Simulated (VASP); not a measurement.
# GaP (F-43m) in VASP: notebook

Runs on GaP. Level: r2SCAN. Tasks: single point.

Everything below comes from runs of VASP 6.6.1. Logs are shortened: lines on timing, memory, paths and dates and some standing lists are left out, and cuts for length are marked.

### 1 The cell of the first run

The structure is cubic, space group F-43m (No. 216). Conventional cell: a = 5.282 Å, b = 5.282 Å, c = 5.282 Å, α = 90.00°, β = 90.00°, γ = 90.00°. Within 3.0 Å of Ga (site symmetry -43m) lie 4 P at 2.29 Å. Within 3.0 Å of P (site symmetry -43m) lie 4 Ga at 2.29 Å.

### 2 Single point, r2SCAN (volume scaled by 0.91)

File POSCAR:

```
GaP
1.0
    0.0000000000      2.6409092583      2.6409092583
    2.6409092583      0.0000000000      2.6409092583
    2.6409092583      2.6409092583      0.0000000000
Ga P
1 1
Direct
    0.0000000000      0.0000000000      0.0000000000
    0.2500000000      0.2500000000      0.2500000000
```

File INCAR.step1:

```
PREC = Accurate
ENCUT = 520
ISMEAR = 0
SIGMA = 0.02
LREAL = False
LASPH = True
NELM = 100
NBANDS = 16
GGA = PE
ALGO = Normal
EDIFF = 1E-4
LWAVE = True
LCHARG = False
```

File INCAR.step2:

```
PREC = Accurate
ENCUT = 520
EDIFF = 1E-6
ISMEAR = 0
SIGMA = 0.02
LREAL = False
LASPH = True
NELM = 100
ALGO = Normal
ISIF = 2
LWAVE = False
LCHARG = False
METAGGA = R2SCAN
LMIXTAU = True
NBANDS = 16
ISTART = 1
```

File KPOINTS:

```
Automatic mesh
0
Gamma
  8 8 8
```

Potentials or basis: VASP PAW PBE potentials, release 64 (Ga_d, P).

On the command line:

```
cat potpaw_PBE.64/Ga_d/POTCAR potpaw_PBE.64/P/POTCAR > POTCAR
cp INCAR.step1 INCAR
mpirun -np 1 vasp_std > vasp.out
cp INCAR.step2 INCAR
mpirun -np 1 vasp_std > vasp.out
```

OUTCAR:

```text
PREC = Accurate
   ENCUT = 520
   EDIFF = 1E-6
   ISMEAR = 0
   LREAL = False
   LASPH = True
   NELM = 100
   ISIF = 2
   METAGGA = R2SCAN
   ISTART = 1

 ion  position               nearest neighbor table
   1  0.000  0.000  0.000-   2 2.29   2 2.29   2 2.29   2 2.29
   2  0.250  0.250  0.250-   1 2.29   1 2.29   1 2.29   1 2.29

  LATTYP: Found a face centered cubic cell.
 ALAT       =     5.2818185166

  Lattice vectors:

 A1 = (   0.0000000000,   2.6409092583,   2.6409092583)
 A2 = (   2.6409092583,   0.0000000000,   2.6409092583)
 A3 = (   2.6409092583,   2.6409092583,   0.0000000000)

Analysis of symmetry for initial positions (statically):
=====================================================================
 Subroutine PRICEL returns:
 Original cell was already a primitive cell.

 Routine SETGRP: Setting up the symmetry group for a
 face centered cubic supercell.

 Subroutine GETGRP returns: Found 24 space group operations
 (whereof 24 operations were pure point group operations)
 out of a pool of 48 trial point group operations.

The static configuration has the point symmetry T_d .

Analysis of symmetry for dynamics (positions and initial velocities):
=====================================================================
 Subroutine PRICEL returns:
 Original cell was already a primitive cell.

 Routine SETGRP: Setting up the symmetry group for a
 face centered cubic supercell.

 Subroutine GETGRP returns: Found 24 space group operations
 (whereof 24 operations were pure point group operations)
 out of a pool of 48 trial point group operations.

The dynamic configuration has the point symmetry T_d .

 Subroutine INISYM returns: Found 24 space group operations
 (whereof 24 operations are pure point group operations),
 and found     1 'primitive' translations

----------------------------------------------------------------------------------------

                                     Primitive cell

  volume of cell :      36.8375

  direct lattice vectors                    reciprocal lattice vectors
     0.000000000  2.640909258  2.640909258    -0.189328732  0.189328732  0.189328732
     2.640909258  0.000000000  2.640909258     0.189328732 -0.189328732  0.189328732
     2.640909258  2.640909258  0.000000000     0.189328732  0.189328732 -0.189328732

[... 74 lines left out ...]
   PREC   = accura    normal or accurate (medium, high low for compatibility)
   ISTART =      1    job   : 0-new  1-cont  2-samecut
   ICHARG =      0    charge: 1-file 2-atom 10-const
   ISPIN  =      1    spin polarized calculation?
   LNONCOLLINEAR =      F non collinear calculations
   LSORBIT =      F    spin-orbit coupling
   LASPH  =      T    aspherical Exc in radial PAW
   ENCUT  =  520.0 eV  38.22 Ry    6.18 a.u.   6.94  6.94  6.94*2*pi/ulx,y,z
   NELM   =    100;   NELMIN=  2; NELMDL=  0     # of ELM steps
   EDIFF  = 0.1E-05   stopping-criterion for ELM
   LREAL  =      F    real-space projection
   EDIFFG = 0.1E-04   stopping-criterion for IOM
   NSW    =      0    number of steps for IOM
   IBRION =     -1    ionic relax: 0-MD 1-quasi-New 2-CG
   NFREE  =      0    steps in history (QN), initial steepest desc. (CG)
   ISIF   =      2    stress and relaxation
   ISYM   =      2    0-nonsym 1-usesym 2-fastsym
   POTIM  = 0.5000    time-step for ionic-motion
   TEBEG  =    0.0;   TEEND  =   0.0 temperature during run
   PSTRESS=    0.0 pullay stress
   NELECT =      18.0000    total number of electrons
   NUPDOWN=      -1.0000    fix difference up-down
   EMIN   =  10.00;   EMAX   =-10.00  energy-range for DOS
   EFERMI =   0.00;   METHOD = LEGACY
   ISMEAR =     0;   SIGMA  =   0.02  broadening in eV -4-tet -1-fermi 0-gaus
   EFERMI_NEDOS =   21; number of points for ismear=-14 and -15
   IALGO  =     38    algorithm
   IMIX   =      4    mixing-type and parameters
     AMIX     =   0.40;   BMIX     =  1.00
     AMIX_MAG =   1.60;   BMIX_MAG =  1.00
  volume/ion in A,a.u.               =      18.42       124.30
  Fermi-wavevector in a.u.,A,eV,Ry     =   1.289443  2.436694 22.621911  1.662664
  Thomas-Fermi vector in A             =   2.421336
   LORBIT       =      0    0 simple, 1 ext, 2 COOP (PROOUT), +10 PAW based schemes
   METAGGA = R2SCAN    functional components
   LHFCALC =     F    Hartree Fock is set to
   AEXX    =    0.0000 exact exchange contribution
   IVDW    =     0    specifies the selected vdW correction
   LEPSILON=     F    determine dielectric tensor
   LRPA    =     F    only Hartree local field effects (RPA)
 non-spin polarized calculation
 Gauss-broadening in eV      SIGMA  =   0.02
  energy-cutoff  :      520.00
  volume of cell :       36.84
 maximum number of plane-waves:      1002
   NGX = 13   NGY = 13   NGZ = 13

 number of electron      17.9999993 magnetization

 Free energy of the ion-electron system (eV)
  ---------------------------------------------------
  ext. energy  EPLUGINS =         0.00000000
  ---------------------------------------------------
  free energy    TOTEN  =       -21.35629286 eV

  energy without entropy =      -21.35629286  energy(sigma->0) =      -21.35629286

 E-fermi :   5.6283     XC(G=0): -11.0183

 val. band max:        5.4854033702   @ k =   0.0000   0.0000   0.0000
 cond. band min:       7.1867037793   @ k =   0.5000   0.5000   0.0000
 fundamental gap:      1.7013004090
 Fermi energy:         5.6283250618

 k-point     1 :       0.0000    0.0000    0.0000
  band No.  band energies     occupation
      1      -9.6997      2.00000
      2      -9.6997      2.00000
      3      -9.6997      2.00000
      4      -9.5516      2.00000
      5      -9.5516      2.00000
      6      -8.3146      2.00000
[... 433 lines left out ...]
      3      -9.6371      2.00000
      4      -9.5600      2.00000
      5      -9.5412      2.00000
      6      -5.3291      2.00000
[... 8 lines left out ...]
     15      18.4944      0.00000
     16      19.3389      0.00000

 [... further k-points ...]
[... 5 lines left out ...]
  --------------------------------------------------------------------------------------
  -------------------------------------------------------------------------------------
  Total        2.3446728      2.3446728      2.3446728      0.0000000      0.0000000     -0.0000000
  in kB      101.9770402    101.9770402    101.9770402      0.0000000      0.0000000     -0.0000000
  external PRESSURE =     101.9770402 kB  Pullay stress =       0.0000000 kB

 VOLUME and BASIS-vectors are now :
 -----------------------------------------------------------------------------
  energy-cutoff  :      520.00
  volume of cell :       36.84
      direct lattice vectors                 reciprocal lattice vectors
     0.000000000  2.640909258  2.640909258    -0.189328732  0.189328732  0.189328732
     2.640909258  0.000000000  2.640909258     0.189328732 -0.189328732  0.189328732
     2.640909258  2.640909258  0.000000000     0.189328732  0.189328732 -0.189328732

 POSITION                                       TOTAL-FORCE (eV/Angst)
 -----------------------------------------------------------------------------------
      0.00000      0.00000      0.00000        -0.000000     -0.000000     -0.000000
      1.32045      1.32045      1.32045         0.000000      0.000000      0.000000
 -----------------------------------------------------------------------------------
    total drift:                                0.000011      0.000011      0.000011

  FREE ENERGIE OF THE ION-ELECTRON SYSTEM (eV)
  ---------------------------------------------------
  free  energy   TOTEN  =       -21.3562928606 eV

  energy  without entropy=      -21.3562928606  energy(sigma->0) =      -21.35629286
```

OSZICAR.step1:

```text
N       E                     dE             d eps       ncg     rms          rms(c)
DAV:   1     0.766086191003E+02    0.76609E+02   -0.91250E+03   992   0.169E+03
DAV:   2    -0.360541236541E+01   -0.80214E+02   -0.76187E+02  1080   0.299E+02
DAV:   3    -0.917033635971E+01   -0.55649E+01   -0.55494E+01  1120   0.630E+01
DAV:   4    -0.925308307326E+01   -0.82747E-01   -0.82713E-01  1216   0.813E+00
DAV:   5    -0.925446624046E+01   -0.13832E-02   -0.13831E-02  1152   0.909E-01    0.473E+00
DAV:   6    -0.898876692202E+01    0.26570E+00   -0.38557E-01  1448   0.118E+01    0.320E+00
DAV:   7    -0.895328616133E+01    0.35481E-01   -0.11575E-01  1232   0.245E+00    0.122E+00
DAV:   8    -0.895344467331E+01   -0.15851E-03   -0.14423E-02  1096   0.149E+00    0.283E-01
DAV:   9    -0.895382325906E+01   -0.37859E-03   -0.13639E-03  1160   0.470E-01    0.725E-02
DAV:  10    -0.895387056205E+01   -0.47303E-04   -0.87118E-05   928   0.143E-01
   1 F= -.89538706E+01 E0= -.89538706E+01  d E =-.764271E-23
```

Wall time 58 s (1 thread of Intel Xeon Platinum 8259CL at 2.50GHz (Skylake/Cascade Lake), shared host); peak memory 0.17 GiB.

Results:

* Free energy: -21.3563 eV
* Pressure: 10.2 GPa
* Band gap on the k mesh: 1.70 eV, indirect (least direct gap 3.19 eV)

Levels at points of the mesh, in eV from the valence-band top:
| k point | band 5 | band 6 | band 7 | band 8 | band 9 | band 10 | band 11 | band 12 | band 13 | band 14 |
| --- | --- | --- | --- | --- | --- | --- | --- | --- | --- | --- |
| (0.00, 0.00, 0.00) | -15.04 | -13.80 | 0.00 | 0.00 | 0.00 | 3.19 | 4.14 | 4.14 | 4.14 | 9.95 |
| (0.50, 0.00, 0.00) | -15.03 | -11.29 | -7.45 | -1.32 | -1.32 | 2.35 | 5.01 | 5.01 | 9.01 | 12.42 |
| (0.50, 0.50, 0.00) | -15.01 | -10.23 | -7.45 | -3.16 | -3.16 | 1.70 | 1.99 | 12.08 | 12.08 | 12.98 |

Caveat: the PAW data sets were made with another functional, which shifts forces and pressure a little. A k mesh can miss the band edges.

### 3 Single point, r2SCAN (volume scaled by 1.10)

File POSCAR:

```
GaP
1.0
    0.0000000000      2.8132213846      2.8132213846
    2.8132213846      0.0000000000      2.8132213846
    2.8132213846      2.8132213846      0.0000000000
Ga P
1 1
Direct
    0.0000000000      0.0000000000      0.0000000000
    0.2500000000      0.2500000000      0.2500000000
```

File INCAR.step1:

```
SYSTEM = GaP
PREC = Accurate
ENCUT = 520
ISMEAR = 0
SIGMA = 0.02
LREAL = .False.
LASPH = .True.
NELM = 100
NBANDS = 16
GGA = PE
ALGO = Normal
EDIFF = 1E-4
LWAVE = .True.
LCHARG = .False.
```

File INCAR.step2:

```
SYSTEM = GaP
PREC = Accurate
ENCUT = 520
EDIFF = 1E-6
ISMEAR = 0
SIGMA = 0.02
LREAL = .False.
LASPH = .True.
NELM = 100
ALGO = Normal
ISIF = 2
LWAVE = .False.
LCHARG = .False.
METAGGA = R2SCAN
LMIXTAU = .True.
NBANDS = 16
ISTART = 1
```

File KPOINTS:

```
regular mesh
0
Gamma
  8 8 8
  0 0 0
```

Potentials or basis: VASP PAW PBE potentials, release 64 (Ga_d, P).

On the command line:

```
cat potpaw_PBE.64/Ga_d/POTCAR potpaw_PBE.64/P/POTCAR > POTCAR
cp INCAR.step1 INCAR
mpirun -np 1 vasp_std > vasp.out
cp INCAR.step2 INCAR
mpirun -np 1 vasp_std > vasp.out
```

Run time: 76 s. Hardware: 1 thread of Intel Xeon Platinum 8259CL at 2.50GHz (Skylake/Cascade Lake), shared host; peak memory 0.17 GiB.

It converged, with:

```
Free energy            : -21.3694 eV
Pressure               : -6.7 GPa
Band gap on the k mesh : 1.52 eV, direct
```

Levels at points of the mesh, in eV from the valence-band top:
```
           k point  band 7  band 8  band 9  band 10  band 11  band 12
(0.00, 0.00, 0.00)    0.00    0.00    0.00     1.52     4.20     4.20
(0.50, 0.00, 0.00)   -6.32   -1.03   -1.03     1.73     5.07     5.07
(0.50, 0.50, 0.00)   -6.52   -2.47   -2.47     2.09     2.16    10.60
```

Caveat: the PAW data sets were made with another functional, which shifts forces and pressure a little.
